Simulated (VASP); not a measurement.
# Ta4Cu (Pm-3m) in VASP: single point with PBE

Aim: the single point of Ta4Cu with PBE.

Everything below comes from runs of VASP 6.6.1. Logs are shortened: lines on timing, memory, paths and dates and some standing lists are left out, and cuts for length are marked.

## 1. The cell of the first run

It takes space group Pm-3m (No. 221, cubic). Conventional cell: a = 4.876 Å, b = 4.876 Å, c = 4.876 Å, α = 90.00°, β = 90.00°, γ = 90.00°. Ta (site symmetry 4/mmm) has 2 Ta at 2.44 Å within 3.2 Å. Ta (site symmetry m-3m) has 6 Ta at 2.44 Å within 3.2 Å. Cu (site symmetry m-3m) has 20 Ta at 3.45 to 4.22 Å within 4.5 Å.

## 2. Single point, PBE

Input file INCAR:

```
ALGO     = Fast           # electronic algorithm
EDIFF    = 1E-7           # SCF threshold, eV
ENCUT    = 520            # plane-wave cutoff, eV
GGA      = PE             # functional
ISIF     = 2              # what is computed and relaxed
ISMEAR   = 0              # smearing method
LASPH    = T              # aspherical terms in the spheres
LCHARG   = F              # write CHGCAR
LREAL    = F              # projectors in reciprocal space
LWAVE    = F              # write WAVECAR
NBANDS   = 36             # bands
NELM     = 80             # most SCF steps
PREC     = Accurate       # precision mode
SIGMA    = 0.1            # smearing width, eV
```

Input file KPOINTS:

```
k-points
0
Gamma
  8 8 8
```

Input file POSCAR:

```
Ta4Cu
1.0
    4.8758761354      0.0000000000      0.0000000000
    0.0000000000      4.8758761354      0.0000000000
    0.0000000000      0.0000000000      4.8758761354
Ta Cu
4 1
Direct
    0.0000000000      0.5000000000      0.5000000000
    0.5000000000      0.0000000000      0.5000000000
    0.5000000000      0.5000000000      0.0000000000
    0.5000000000      0.5000000000      0.5000000000
    0.0000000000      0.0000000000      0.0000000000
```

Potentials or basis: VASP PAW PBE potentials, release 64 (Ta_pv, Cu).

On the command line:

```bash
cat potpaw_PBE.64/Ta_pv/POTCAR potpaw_PBE.64/Cu/POTCAR > POTCAR
mpirun -np 1 vasp_std > vasp.out
```

OUTCAR:

```text
EDIFF = 1E-7
   ENCUT = 520
   GGA = PE
   ISIF = 2
   ISMEAR = 0
   LASPH = T
   LREAL = F
   NELM = 80
   PREC = Accurate

 ion  position               nearest neighbor table
   1  0.000  0.500  0.500-   4 2.44   4 2.44   2 3.45   3 3.45   2 3.45   2 3.45   3 3.45   3 3.45
                             3 3.45   2 3.45
   2  0.500  0.000  0.500-   4 2.44   4 2.44   1 3.45   3 3.45   1 3.45   3 3.45   3 3.45   3 3.45
                             1 3.45   1 3.45
   3  0.500  0.500  0.000-   4 2.44   4 2.44   1 3.45   1 3.45   2 3.45   2 3.45   2 3.45   2 3.45
                             1 3.45   1 3.45
   4  0.500  0.500  0.500-   1 2.44   2 2.44   3 2.44   3 2.44   2 2.44   1 2.44
   5  0.000  0.000  0.000-

  LATTYP: Found a simple cubic cell.
 ALAT       =     4.8758761354

  Lattice vectors:

 A1 = (   4.8758761354,   0.0000000000,   0.0000000000)
 A2 = (   0.0000000000,   4.8758761354,   0.0000000000)
 A3 = (   0.0000000000,   0.0000000000,   4.8758761354)

Analysis of symmetry for initial positions (statically):
=====================================================================
 Subroutine PRICEL returns:
 Original cell was already a primitive cell.

 Routine SETGRP: Setting up the symmetry group for a
 simple cubic supercell.

 Subroutine GETGRP returns: Found 48 space group operations
 (whereof 48 operations were pure point group operations)
 out of a pool of 48 trial point group operations.

The static configuration has the point symmetry O_h .

Analysis of symmetry for dynamics (positions and initial velocities):
=====================================================================
 Subroutine PRICEL returns:
 Original cell was already a primitive cell.

 Routine SETGRP: Setting up the symmetry group for a
 simple cubic supercell.

 Subroutine GETGRP returns: Found 48 space group operations
 (whereof 48 operations were pure point group operations)
 out of a pool of 48 trial point group operations.

The dynamic configuration has the point symmetry O_h .

 Subroutine INISYM returns: Found 48 space group operations
 (whereof 48 operations are pure point group operations),
 and found     1 'primitive' translations

----------------------------------------------------------------------------------------

                                     Primitive cell

  volume of cell :     115.9199

[... 89 lines left out ...]
   LNONCOLLINEAR =      F non collinear calculations
   LSORBIT =      F    spin-orbit coupling
   LASPH  =      T    aspherical Exc in radial PAW
   ENCUT  =  520.0 eV  38.22 Ry    6.18 a.u.   9.07  9.07  9.07*2*pi/ulx,y,z
   NELM   =     80;   NELMIN=  2; NELMDL= -5     # of ELM steps
   EDIFF  = 0.1E-06   stopping-criterion for ELM
   LREAL  =      F    real-space projection
   EDIFFG = 0.1E-05   stopping-criterion for IOM
   NSW    =      0    number of steps for IOM
   IBRION =     -1    ionic relax: 0-MD 1-quasi-New 2-CG
   NFREE  =      0    steps in history (QN), initial steepest desc. (CG)
   ISIF   =      2    stress and relaxation
   ISYM   =      2    0-nonsym 1-usesym 2-fastsym
   POTIM  = 0.5000    time-step for ionic-motion
   TEBEG  =    0.0;   TEEND  =   0.0 temperature during run
   PSTRESS=    0.0 pullay stress
   NELECT =      55.0000    total number of electrons
   NUPDOWN=      -1.0000    fix difference up-down
   EMIN   =  10.00;   EMAX   =-10.00  energy-range for DOS
   EFERMI =   0.00;   METHOD = LEGACY
   ISMEAR =     0;   SIGMA  =   0.10  broadening in eV -4-tet -1-fermi 0-gaus
   EFERMI_NEDOS =   21; number of points for ismear=-14 and -15
   IALGO  =     68    algorithm
   IMIX   =      4    mixing-type and parameters
     AMIX     =   0.40;   BMIX     =  1.00
     AMIX_MAG =   1.60;   BMIX_MAG =  1.00
  volume/ion in A,a.u.               =      23.18       156.45
  Fermi-wavevector in a.u.,A,eV,Ry     =   1.276859  2.412914 22.182528  1.630370
  Thomas-Fermi vector in A             =   2.409492
   LORBIT       =      0    0 simple, 1 ext, 2 COOP (PROOUT), +10 PAW based schemes
   GGA     = PE    functional components
   LHFCALC =     F    Hartree Fock is set to
   AEXX    =    0.0000 exact exchange contribution
   IVDW    =     0    specifies the selected vdW correction
   LEPSILON=     F    determine dielectric tensor
   LRPA    =     F    only Hartree local field effects (RPA)
 non-spin polarized calculation
 RMM-DIIS sequential band-by-band and
 Gauss-broadening in eV      SIGMA  =   0.10
  energy-cutoff  :      520.00
  volume of cell :      115.92
 maximum number of plane-waves:      3136
   NGX = 19   NGY = 19   NGZ = 19

 number of electron      54.9999992 magnetization

 Free energy of the ion-electron system (eV)
  ---------------------------------------------------
  ext. energy  EPLUGINS =         0.00000000
  ---------------------------------------------------
  free energy    TOTEN  =       -41.43929130 eV

  energy without entropy =      -41.40078613  energy(sigma->0) =      -41.42003872

 E-fermi :   3.2956     XC(G=0): -10.7474

 val. band max:        3.2905430990   @ k =   0.2500   0.1250   0.1250
 cond. band min:       3.2981820207   @ k =   0.5000   0.5000   0.5000
 fundamental gap:      0.0076389218
 Fermi energy:         3.2956385196

 k-point     1 :       0.0000    0.0000    0.0000
  band No.  band energies     occupation
      1     -32.2586      2.00000
      2     -32.2586      2.00000
      3     -32.2586      2.00000
      4     -31.3616      2.00000
      5     -31.3616      2.00000
      6     -31.3616      2.00000
[... 925 lines left out ...]
     35       5.8583      0.00000
     36       6.1874      0.00000

 [... further k-points ...]
[... 5 lines left out ...]
  --------------------------------------------------------------------------------------
  -------------------------------------------------------------------------------------
  Total        0.2710174      0.2710174      0.2710174     -0.0000000     -0.0000000      0.0000000
  in kB        3.7458443      3.7458443      3.7458443     -0.0000000     -0.0000000      0.0000000
  external PRESSURE =       3.7458443 kB  Pullay stress =       0.0000000 kB

 VOLUME and BASIS-vectors are now :
 -----------------------------------------------------------------------------
  energy-cutoff  :      520.00
  volume of cell :      115.92
      direct lattice vectors                 reciprocal lattice vectors
     4.875876135  0.000000000  0.000000000     0.205091346  0.000000000  0.000000000
     0.000000000  4.875876135  0.000000000     0.000000000  0.205091346  0.000000000
     0.000000000  0.000000000  4.875876135     0.000000000  0.000000000  0.205091346

 POSITION                                       TOTAL-FORCE (eV/Angst)
 -----------------------------------------------------------------------------------
      0.00000      2.43794      2.43794         0.000000      0.000000      0.000000
      2.43794      0.00000      2.43794         0.000000      0.000000      0.000000
      2.43794      2.43794      0.00000         0.000000      0.000000      0.000000
      2.43794      2.43794      2.43794         0.000000      0.000000      0.000000
      0.00000      0.00000      0.00000         0.000000      0.000000      0.000000
 -----------------------------------------------------------------------------------
    total drift:                                0.000000      0.000000      0.000000

  FREE ENERGIE OF THE ION-ELECTRON SYSTEM (eV)
  ---------------------------------------------------
  free  energy   TOTEN  =       -41.4392912969 eV

  energy  without entropy=      -41.4007861334  energy(sigma->0) =      -41.42003872
```

OSZICAR:

```text
N       E                     dE             d eps       ncg     rms          rms(c)
DAV:   1     0.551100432993E+03    0.55110E+03   -0.28992E+04  2520   0.165E+03
DAV:   2    -0.810323124803E+01   -0.55920E+03   -0.54582E+03  2600   0.460E+02
DAV:   3    -0.457182487307E+02   -0.37615E+02   -0.35473E+02  3452   0.109E+02
[... 24 lines left out ...]
RMM:  28    -0.414392956701E+02    0.13099E-05   -0.34377E-06  2860   0.576E-03    0.175E-02
RMM:  29    -0.414392932818E+02    0.23882E-05   -0.32827E-06  3007   0.817E-03    0.120E-02
RMM:  30    -0.414392915261E+02    0.17557E-05   -0.38844E-06  3467   0.113E-02    0.551E-03
RMM:  31    -0.414392913022E+02    0.22385E-06   -0.93617E-07  2640   0.455E-03    0.353E-03
RMM:  32    -0.414392912969E+02    0.52996E-08   -0.49128E-07  2314   0.220E-03
   1 F= -.41439291E+02 E0= -.41420039E+02  d E =-.385052E-01
```

Run time: 5.5 min. Hardware: 1 thread of AMD EPYC 7R43 (Zen 3), shared host; peak memory 0.24 GiB.

What came out:

```yaml
Free_energy: -41.4393 eV
Pressure: 0.4 GPa
```

Levels at points of the mesh, in eV from the Fermi level:
```csv
k point,band 23,band 24,band 25,band 26,band 27,band 28,band 29,band 30,band 31,band 32
"(0.00, 0.00, 0.00)",-1.82,-1.82,-0.60,-0.60,1.31,1.31,1.31,1.60,1.60,1.60
"(0.50, 0.00, 0.00)",-1.91,-1.75,-0.30,-0.09,-0.09,0.18,0.96,0.96,1.17,1.23
"(0.50, 0.50, 0.00)",-1.64,-0.87,-0.66,-0.41,-0.33,-0.33,0.68,1.10,1.33,1.41
"(0.50, 0.50, 0.50)",-1.33,-1.33,-0.49,0.00,0.00,0.00,1.56,1.56,1.56,1.92
```

Caveat: spin-orbit coupling is left out, which moves the levels of the heavy elements.
